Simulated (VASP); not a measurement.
Ta:

```
Ta
1.0
     1.65000    1.65000    1.65000
    -1.65000    1.65000    1.65000
    -1.65000   -1.65000    1.65000
Ta
1
Direct
  0.00000 0.00000 0.00000
```

* Program: VASP 6.6.1
* Task: relaxation of cell and atoms
* Functional: PBE
* Potentials or basis: VASP PAW PBE potentials, release 64 (Ta_pv)
* Cutoff: 600 eV
* k mesh: 10 × 10 × 10
* Occupations: gaussian, width 0.05 eV
* Spin: no spin polarisation

At the start: pressure 5.5 GPa; volume 17.97 Å³/atom.

Task: Where does the relaxation end?

Result: Over 3 steps the energy falls by 7.8 meV/atom and the volume is 18.44 Å³/atom (+2.6 %); space group Im-3m (No. 229, to 0.05 Å).

The path:
| step | energy change (eV) | largest force (eV/Å) | pressure (GPa) | volume (Å³) |
| --- | --- | --- | --- | --- |
| 1 | 0.0000 | 0.0000 | 5.48 | 17.97 |
| 2 | 0.0369 | 0.0000 | -11.45 | 19.62 |
| 3 | -0.0078 | 0.0000 | -0.10 | 18.44 |

Final structure:
```cif
data_structure
_symmetry_space_group_name_H-M 'P 1'
_symmetry_Int_Tables_number 1
_cell_length_a 2.8826
_cell_length_b 2.8826
_cell_length_c 2.8826
_cell_angle_alpha 70.529
_cell_angle_beta 109.471
_cell_angle_gamma 70.529
_cell_volume 18.44
loop_
_atom_site_label
_atom_site_type_symbol
_atom_site_fract_x
_atom_site_fract_y
_atom_site_fract_z
_atom_site_occupancy
Ta1 Ta 0.00000 0.00000 0.00000 1
```
